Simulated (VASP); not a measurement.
# Si4O (I-43m) in VASP: notebook

Si4O is run at these levels: PBE; tasks: relaxation of cell and atoms, single point.

Program: VASP 6.6.1. These are calculated values, not measurements. Logs are shortened: lines on timing, memory, paths and dates and some standing lists are left out, and cuts for length are marked.

## Step 1: The cell of the first run

The structure is cubic, space group I-43m (No. 217). The conventional cell has a = 5.600 Å, b = 5.600 Å, c = 5.600 Å, α = 90.00°, β = 90.00°, γ = 90.00°. Si (site symmetry 3m) has 1 O at 1.70 Å within 2.3 Å. Within 2.3 Å of O (site symmetry -43m) lie 4 Si at 1.70 Å.

## Step 2: Relaxation of cell and atoms, PBE

Input file INCAR:

```
PREC     = Accurate       # precision mode
ENCUT    = 600            # plane-wave cutoff, eV
EDIFF    = 1E-6           # SCF threshold, eV
ISMEAR   = 0              # smearing method
SIGMA    = 0.1            # smearing width, eV
LREAL    = F              # projectors in reciprocal space
LASPH    = T              # aspherical terms in the spheres
NELM     = 100            # most SCF steps
ALGO     = Normal         # electronic algorithm
ISIF     = 3              # what is computed and relaxed
LWAVE    = F              # write WAVECAR
LCHARG   = F              # write CHGCAR
GGA      = PE             # functional
IBRION   = 2              # ionic algorithm
NSW      = 90             # ionic steps
EDIFFG   = -0.04          # ionic threshold
```

Input file KPOINTS:

```
Automatic mesh
0
Gamma
  4 4 4
```

Input file POSCAR:

```
Si4O
1.0
   -2.8002321900      2.8002321900      2.8002321900
    2.8002321900     -2.8002321900      2.8002321900
    2.8002321900      2.8002321900     -2.8002321900
Si O
4 1
Direct
    0.3495999900      0.3495999900      0.3495999900
    0.6504000100      0.0000000000      0.0000000000
    0.0000000000      0.0000000000      0.6504000100
    0.0000000000      0.6504000100      0.0000000000
    0.0000000000      0.0000000000      0.0000000000
```

Potentials or basis: VASP PAW PBE potentials, release 64 (Si, O).

Started as:

```bash
$ cat potpaw_PBE.64/Si/POTCAR potpaw_PBE.64/O/POTCAR > POTCAR
$ mpirun -np 1 vasp_std > vasp.out
```

OUTCAR:

```text
PREC = Accurate
   ENCUT = 600
   EDIFF = 1E-6
   ISMEAR = 0
   LREAL = F
   LASPH = T
   NELM = 100
   ISIF = 3
   GGA = PE
   IBRION = 2
   NSW = 90
   EDIFFG = -0.04

 ion  position               nearest neighbor table
   1  0.350  0.350  0.350-   5 1.70   3 2.77   4 2.77   2 2.77   3 3.04   4 3.04   3 3.04   4 3.04
                             2 3.04   2 3.04
   2  0.650  0.000  0.000-   5 1.70   3 2.77   4 2.77   1 2.77   4 3.04   3 3.04   1 3.04   1 3.04
                             3 3.04   4 3.04
   3  0.000  0.000  0.650-   5 1.70   2 2.77   4 2.77   1 2.77   4 3.04   2 3.04   1 3.04   2 3.04
                             4 3.04   1 3.04
   4  0.000  0.650  0.000-   5 1.70   2 2.77   3 2.77   1 2.77   2 3.04   3 3.04   1 3.04   2 3.04
                             3 3.04   1 3.04
   5  0.000  0.000  0.000-   1 1.70   2 1.70   3 1.70   4 1.70

  LATTYP: Found a body centered cubic cell.
 ALAT       =     5.6004643800

  Lattice vectors:

 A1 = (  -2.8002321900,   2.8002321900,   2.8002321900)
 A2 = (   2.8002321900,  -2.8002321900,   2.8002321900)
 A3 = (   2.8002321900,   2.8002321900,  -2.8002321900)

Analysis of symmetry for initial positions (statically):
=====================================================================
 Subroutine PRICEL returns:
 Original cell was already a primitive cell.

 Routine SETGRP: Setting up the symmetry group for a
 body centered cubic supercell.

 Subroutine GETGRP returns: Found 24 space group operations
 (whereof 24 operations were pure point group operations)
 out of a pool of 48 trial point group operations.

The static configuration has the point symmetry T_d .

Analysis of symmetry for dynamics (positions and initial velocities):
=====================================================================
 Subroutine PRICEL returns:
 Original cell was already a primitive cell.

 Routine SETGRP: Setting up the symmetry group for a
 body centered cubic supercell.

 Subroutine GETGRP returns: Found 24 space group operations
 (whereof 24 operations were pure point group operations)
 out of a pool of 48 trial point group operations.

The dynamic configuration has the point symmetry T_d .

 Subroutine INISYM returns: Found 24 space group operations
 (whereof 24 operations are pure point group operations),
 and found     1 'primitive' translations

----------------------------------------------------------------------------------------

                                     Primitive cell

  volume of cell :      87.8298

  direct lattice vectors                    reciprocal lattice vectors
    -2.800232190  2.800232190  2.800232190     0.000000000  0.178556622  0.178556622
     2.800232190 -2.800232190  2.800232190     0.178556622  0.000000000  0.178556622
     2.800232190  2.800232190 -2.800232190     0.178556622  0.178556622  0.000000000

  length of vectors
     4.850144426  4.850144426  4.850144426     0.252517196  0.252517196  0.252517196

  position of ions in fractional coordinates (direct lattice)
     0.349599990  0.349599990  0.349599990
     0.650400010  0.000000000  0.000000000
     0.000000000  0.000000000  0.650400010
     0.000000000  0.650400010  0.000000000
     0.000000000  0.000000000  0.000000000

  ion indices of the primitive-cell ions
   primitive index   ion index
                 1           1
                 2           2
                 3           3
                 4           4
                 5           5

----------------------------------------------------------------------------------------

 KPOINTS: Automatic mesh

Automatic generation of k-mesh.
 Grid dimensions read from file:
 generate k-points for:    4    4    4

 Generating k-lattice:

  Cartesian coordinates                     Fractional coordinates (reciprocal lattice)
     0.000000000  0.044639155  0.044639155     0.250000000  0.000000000  0.000000000
     0.044639155  0.000000000  0.044639155     0.000000000  0.250000000  0.000000000
     0.044639155  0.044639155  0.000000000     0.000000000  0.000000000  0.250000000

  Length of vectors
     0.063129299  0.063129299  0.063129299

  Shift w.r.t. Gamma in fractional coordinates (k-lattice)
     0.000000000  0.000000000  0.000000000

 Subroutine IBZKPT returns following result:
 ===========================================

 Found      8 irreducible k-points:

 Following reciprocal coordinates:
            Coordinates               Weight
  0.000000  0.000000  0.000000      1.000000
  0.250000  0.000000  0.000000     12.000000
  0.500000  0.000000  0.000000      6.000000
  0.250000  0.250000  0.000000     24.000000
  0.250000  0.250000  0.250000      2.000000
 -0.250000  0.250000  0.250000      6.000000
  0.500000  0.500000  0.250000     12.000000
  0.500000  0.500000  0.500000      1.000000
   k-points           NKPTS =      8   k-points in BZ     NKDIM =      8   number of bands    NBANDS=     15
   number of dos      NEDOS =    301   number of ions     NIONS =      5
   total plane-waves  NPLWV =  64000
   dimension x,y,z NGX =    40 NGY =   40 NGZ =   40
   dimension x,y,z NGXF=    80 NGYF=   80 NGZF=   80
   ions per type =               4   1
   NGX,Y,Z   is equivalent  to a cutoff of  13.71, 13.71, 13.71 a.u.
   NGXF,Y,Z  is equivalent  to a cutoff of  27.42, 27.42, 27.42 a.u.
 SYSTEM =  unknown system
   PREC   = accura    normal or accurate (medium, high low for compatibility)
   ISTART =      0    job   : 0-new  1-cont  2-samecut
   ICHARG =      2    charge: 1-file 2-atom 10-const
   ISPIN  =      1    spin polarized calculation?
   LNONCOLLINEAR =      F non collinear calculations
   LSORBIT =      F    spin-orbit coupling
   LASPH  =      T    aspherical Exc in radial PAW
   ENCUT  =  600.0 eV  44.10 Ry    6.64 a.u.   9.69  9.69  9.69*2*pi/ulx,y,z
   NELM   =    100;   NELMIN=  2; NELMDL= -5     # of ELM steps
   EDIFF  = 0.1E-05   stopping-criterion for ELM
   LREAL  =      F    real-space projection
   EDIFFG = -.4E-01   stopping-criterion for IOM
   NSW    =     90    number of steps for IOM
   IBRION =      2    ionic relax: 0-MD 1-quasi-New 2-CG
   NFREE  =      1    steps in history (QN), initial steepest desc. (CG)
   ISIF   =      3    stress and relaxation
   ISYM   =      2    0-nonsym 1-usesym 2-fastsym
   POTIM  = 0.5000    time-step for ionic-motion
   TEBEG  =    0.0;   TEEND  =   0.0 temperature during run
   PSTRESS=    0.0 pullay stress
   NELECT =      22.0000    total number of electrons
   NUPDOWN=      -1.0000    fix difference up-down
   EMIN   =  10.00;   EMAX   =-10.00  energy-range for DOS
   EFERMI =   0.00;   METHOD = LEGACY
   ISMEAR =     0;   SIGMA  =   0.10  broadening in eV -4-tet -1-fermi 0-gaus
   EFERMI_NEDOS =   21; number of points for ismear=-14 and -15
   IALGO  =     38    algorithm
   IMIX   =      4    mixing-type and parameters
     AMIX     =   0.40;   BMIX     =  1.00
     AMIX_MAG =   1.60;   BMIX_MAG =  1.00
  volume/ion in A,a.u.               =      17.57       118.54
  Fermi-wavevector in a.u.,A,eV,Ry     =   1.031973  1.950146 14.489774  1.064968
  Thomas-Fermi vector in A             =   2.166148
   LORBIT       =      0    0 simple, 1 ext, 2 COOP (PROOUT), +10 PAW based schemes
   GGA     = PE    functional components
   LHFCALC =     F    Hartree Fock is set to
   AEXX    =    0.0000 exact exchange contribution
   IVDW    =     0    specifies the selected vdW correction
   LEPSILON=     F    determine dielectric tensor
   LRPA    =     F    only Hartree local field effects (RPA)
 conjugate gradient relaxation of ions
 non-spin polarized calculation
 Gauss-broadening in eV      SIGMA  =   0.10
  energy-cutoff  :      600.00
  volume of cell :       87.83
 maximum number of plane-waves:      2988
 NGX is ok and might be reduce to    40
   NGX = 19   NGY = 19   NGZ = 19

--------------------------------------- Ionic step        1  -------------------------------------------

 number of electron      21.9999998 magnetization

 Free energy of the ion-electron system (eV)
  ---------------------------------------------------
  ext. energy  EPLUGINS =         0.00000000
  ---------------------------------------------------
  free energy    TOTEN  =       -21.55399240 eV

  energy without entropy =      -21.52593249  energy(sigma->0) =      -21.53996245

------------------------ aborting loop because EDIFF is reached ----------------------------------------

  FORCE on cell =-STRESS in cart. coord.  units (eV):
  Direction    XX          YY          ZZ          XY          YZ          ZX
  --------------------------------------------------------------------------------------
  -------------------------------------------------------------------------------------
  Total        5.4223555      5.4223555      5.4223555      0.0000000      0.0000000     -0.0000000
  in kB       98.9137007     98.9137007     98.9137007      0.0000000      0.0000000     -0.0000000
  external PRESSURE =      98.9137007 kB  Pullay stress =       0.0000000 kB
[... 102 lines left out ...]
  energy  without entropy=      -23.5076789537  energy(sigma->0) =      -23.52740677

--------------------------------------- Ionic step        4  -------------------------------------------

 number of electron      21.9999997 magnetization

 E-fermi :   6.5005     XC(G=0):  -9.9305

 val. band max:        6.4732805557   @ k =   0.5000   0.5000   0.5000
 cond. band min:       6.5386697543   @ k =   0.2500   0.2500   0.0000
 fundamental gap:      0.0653891986
 Fermi energy:         6.5004796222

 k-point     1 :       0.0000    0.0000    0.0000
  band No.  band energies     occupation
      1     -15.5691      2.00000
      2      -3.6586      2.00000
      3      -2.4720      2.00000
      4      -2.4720      2.00000
      5      -2.4720      2.00000
      6       1.9971      2.00000
      7       1.9971      2.00000
      8       1.9971      2.00000
      9       4.5495      2.00000
     10       4.5495      2.00000
     11       4.5495      2.00000
     12       7.2730      0.00000
     13       7.2730      0.00000
     14       7.2730      0.00000
     15       7.7543      0.00000
[... 316 lines left out ...]
  energy  without entropy=      -24.6705530736  energy(sigma->0) =      -24.69592352

--------------------------------------- Ionic step        9  -------------------------------------------

 number of electron      22.0000004 magnetization

 Free energy of the ion-electron system (eV)
  ---------------------------------------------------
  ext. energy  EPLUGINS =         0.00000000
  ---------------------------------------------------
  free energy    TOTEN  =       -24.72201352 eV

  energy without entropy =      -24.67215140  energy(sigma->0) =      -24.69708246

 E-fermi :   7.7457     XC(G=0): -10.4462

 val. band max:        7.6814836479   @ k =  -0.2500   0.2500   0.2500
 cond. band min:       7.7728946765   @ k =   0.2500   0.2500   0.0000
 fundamental gap:      0.0914110286
 Fermi energy:         7.7456656417

 k-point     1 :       0.0000    0.0000    0.0000
  band No.  band energies     occupation
      1     -14.0040      2.00000
      2      -3.0800      2.00000
      3      -0.9329      2.00000
      4      -0.9329      2.00000
      5      -0.9329      2.00000
      6       3.2503      2.00000
      7       3.2503      2.00000
      8       3.2503      2.00000
      9       5.2246      2.00000
     10       5.2246      2.00000
     11       5.2246      2.00000
     12       8.8738      0.00000
     13       8.8738      0.00000
     14       8.8738      0.00000
     15       9.0048      0.00000
[... 156 lines left out ...]
  FREE ENERGIE OF THE ION-ELECTRON SYSTEM (eV)
  ---------------------------------------------------
  free  energy   TOTEN  =       -24.7220135168 eV

  energy  without entropy=      -24.6721514000  energy(sigma->0) =      -24.69708246

 reached required accuracy - stopping structural energy minimisation
```

Run time: 68 s. Hardware: 1 thread of Intel Xeon Platinum 8488C (Sapphire Rapids), shared host; peak memory 0.24 GiB.

What came out:

```yaml
Free_energy: -24.7220 eV
Relaxed_volume: 15.45 Å³/atom
Relaxed_cell: a = 4.647 Å, b = 4.647 Å, c = 4.647 Å, α = 109.47°, β = 109.47°, γ = 109.47°
Space_group_after_relaxing_to_0.05_Å: I-43m (No. 217)
Energy_gained_by_relaxing: 633.6 meV/atom
Ionic_steps: 9
Pressure_after_relaxing: -0.1 GPa
Band_gap_on_the_k_mesh: zero (band 11 reaches 8.54 eV, above the bottom of band 12 at 7.63 eV)
```

Step by step:
```csv
step,energy change (eV),largest force (eV/Å),pressure (GPa),volume (Å³)
1,0.0000,5.2017,9.89,87.83
2,-1.9202,0.3066,-10.74,102.35
3,-1.9931,0.8773,-8.39,98.97
4,-2.7654,0.7756,-5.62,87.37
5,-3.1292,0.4081,1.80,76.15
6,-3.1287,0.3890,2.31,75.73
7,-3.1666,0.0314,0.71,76.56
8,-3.1673,0.0159,0.47,76.69
9,-3.1680,0.0005,-0.11,77.23
```

Final structure:
```cif
data_structure
_symmetry_space_group_name_H-M 'P 1'
_symmetry_Int_Tables_number 1
_cell_length_a 4.6467
_cell_length_b 4.6467
_cell_length_c 4.6467
_cell_angle_alpha 109.471
_cell_angle_beta 109.471
_cell_angle_gamma 109.471
_cell_volume 77.23
loop_
_atom_site_label
_atom_site_type_symbol
_atom_site_fract_x
_atom_site_fract_y
_atom_site_fract_z
_atom_site_occupancy
Si1 Si 0.43060 0.43060 0.43060 1
Si2 Si 0.56940 0.00000 0.00000 1
Si3 Si 0.00000 0.00000 0.56940 1
Si4 Si 0.00000 0.56940 0.00000 1
O1 O 0.00000 0.00000 0.00000 1
```

Caveat: the k points lie up to 0.41 Å⁻¹ apart in the final cell.

## Step 3: Single point, PBE

This run uses another cell than the first one, of 15.25 Å³/atom, 0.868 times its volume.

Input file INCAR:

```
SYSTEM = Si4O
ALGO = Normal ; EDIFF = 1E-6
ENCUT = 520 ; GGA = PE
ISIF = 2 ; ISMEAR = 0
LASPH = .True. ; LCHARG = .False.
LREAL = .False. ; LWAVE = .False.
NBANDS = 19 ; NELM = 80
PREC = Accurate ; SIGMA = 0.1
```

Input file KPOINTS:

```
k-points
0
Gamma
  10 10 10
  0 0 0
```

Input file POSCAR:

```
Si4O
1.0
   -2.6712755239      2.6712755239      2.6712755239
    2.6712755239     -2.6712755239      2.6712755239
    2.6712755239      2.6712755239     -2.6712755239
Si O
4 1
Direct
    0.4291596497      0.4291596497      0.4291596497
    0.5708403503      0.0000000000      0.0000000000
    0.0000000000      0.0000000000      0.5708403503
    0.0000000000      0.5708403503      0.0000000000
    0.0000000000      0.0000000000      0.0000000000
```

Potentials or basis: VASP PAW PBE potentials, release 64 (Si, O).

Started as:

```bash
$ cat potpaw_PBE.64/Si/POTCAR potpaw_PBE.64/O/POTCAR > POTCAR
$ mpirun -np 1 vasp_std > vasp.out
```

OUTCAR:

```text
SYSTEM = Si4O
   EDIFF = 1E-6
   ENCUT = 520
   GGA = PE
   ISIF = 2
   ISMEAR = 0
   LASPH = .True.
   LREAL = .False.
   NELM = 80
   PREC = Accurate

 ion  position               nearest neighbor table
   1  0.429  0.429  0.429-   5 1.99   2 2.72   4 2.72   3 2.72   3 2.72   4 2.72   2 2.72
   2  0.571  0.000  0.000-   5 1.99   1 2.72   4 2.72   3 2.72   3 2.72   4 2.72   1 2.72
   3  0.000  0.000  0.571-   5 1.99   4 2.72   1 2.72   2 2.72   2 2.72   4 2.72   1 2.72
   4  0.000  0.571  0.000-   5 1.99   1 2.72   2 2.72   2 2.72   3 2.72   3 2.72   1 2.72
   5  0.000  0.000  0.000-   1 1.99   2 1.99   3 1.99   4 1.99

  LATTYP: Found a body centered cubic cell.
 ALAT       =     5.3425510478

  Lattice vectors:

 A1 = (  -2.6712755239,   2.6712755239,   2.6712755239)
 A2 = (   2.6712755239,  -2.6712755239,   2.6712755239)
 A3 = (   2.6712755239,   2.6712755239,  -2.6712755239)

Analysis of symmetry for initial positions (statically):
=====================================================================
 Subroutine PRICEL returns:
 Original cell was already a primitive cell.

 Routine SETGRP: Setting up the symmetry group for a
[... 171 lines left out ...]
  free energy    TOTEN  =       -25.01434398 eV

  energy without entropy =      -25.00832466  energy(sigma->0) =      -25.01133432

 E-fermi :   7.7747     XC(G=0): -10.5045

 val. band max:        7.7740055807   @ k =   0.3000   0.2000   0.2000
 cond. band min:       7.7889557384   @ k =  -0.4000  -0.4000   0.2000
 fundamental gap:      0.0149501577
 Fermi energy:         7.7747091067

 k-point     1 :       0.0000    0.0000    0.0000
  band No.  band energies     occupation
      1     -14.1059      2.00000
      2      -2.9928      2.00000
      3      -0.9971      2.00000
      4      -0.9971      2.00000
      5      -0.9971      2.00000
      6       3.4102      2.00000
[... 505 lines left out ...]
      6       2.3942      2.00000
[... 11 lines left out ...]
     18      13.4394      0.00000
     19      14.4690      0.00000

 [... further k-points ...]
[... 5 lines left out ...]
  --------------------------------------------------------------------------------------
  -------------------------------------------------------------------------------------
  Total       -0.0133223     -0.0133223     -0.0133223     -0.0000000      0.0000000      0.0000000
  in kB       -0.2799450     -0.2799450     -0.2799450     -0.0000000      0.0000000      0.0000000
  external PRESSURE =      -0.2799450 kB  Pullay stress =       0.0000000 kB

 VOLUME and BASIS-vectors are now :
 -----------------------------------------------------------------------------
  energy-cutoff  :      520.00
  volume of cell :       76.25
      direct lattice vectors                 reciprocal lattice vectors
    -2.671275524  2.671275524  2.671275524     0.000000000  0.187176499  0.187176499
     2.671275524 -2.671275524  2.671275524     0.187176499  0.000000000  0.187176499
     2.671275524  2.671275524 -2.671275524     0.187176499  0.187176499  0.000000000

 POSITION                                       TOTAL-FORCE (eV/Angst)
 -----------------------------------------------------------------------------------
      1.14640      1.14640      1.14640         0.006532      0.006532      0.006532
     -1.52487      1.52487      1.52487         0.006532     -0.006532     -0.006532
      1.52487      1.52487     -1.52487        -0.006532     -0.006532      0.006532
      1.52487     -1.52487      1.52487        -0.006532      0.006532     -0.006532
      0.00000      0.00000      0.00000        -0.000000     -0.000000     -0.000000
 -----------------------------------------------------------------------------------
    total drift:                               -0.000000     -0.000000      0.000000

  FREE ENERGIE OF THE ION-ELECTRON SYSTEM (eV)
  ---------------------------------------------------
  free  energy   TOTEN  =       -25.0143439840 eV

  energy  without entropy=      -25.0083246614  energy(sigma->0) =      -25.01133432
```

Run time: 34 s. Hardware: 1 thread of Intel Xeon Platinum 8488C (Sapphire Rapids), shared host; peak memory 0.22 GiB.

What came out:

```yaml
Free_energy: -25.0143 eV
Pressure: 0.0 GPa
Largest_force: 0.011 eV/Å
Band_gap_on_the_k_mesh: zero (band 11 reaches 8.51 eV, above the bottom of band 12 at 7.27 eV)
```

Forces on the atoms (eV/Å):
```
Si   0.007  0.007  0.007
Si   0.007 -0.007 -0.007
Si  -0.007 -0.007  0.007
Si  -0.007  0.007 -0.007
O    0.000  0.000  0.000
```

Levels at points of the mesh, in eV from the Fermi level:
```tsv
k point	band 8	band 9	band 10	band 11	band 12	band 13	band 14	band 15
(0.00, 0.00, 0.00)	-4.36	-2.41	-2.41	-2.41	1.23	1.23	1.23	1.32
(0.50, 0.00, 0.00)	-2.59	-2.44	-2.28	-0.51	1.19	1.49	2.09	2.53
(0.50, 0.50, 0.50)	-4.15	-4.15	-2.21	0.02	0.02	0.02	0.81	6.75
```

(Continued in part 2 of 2.)
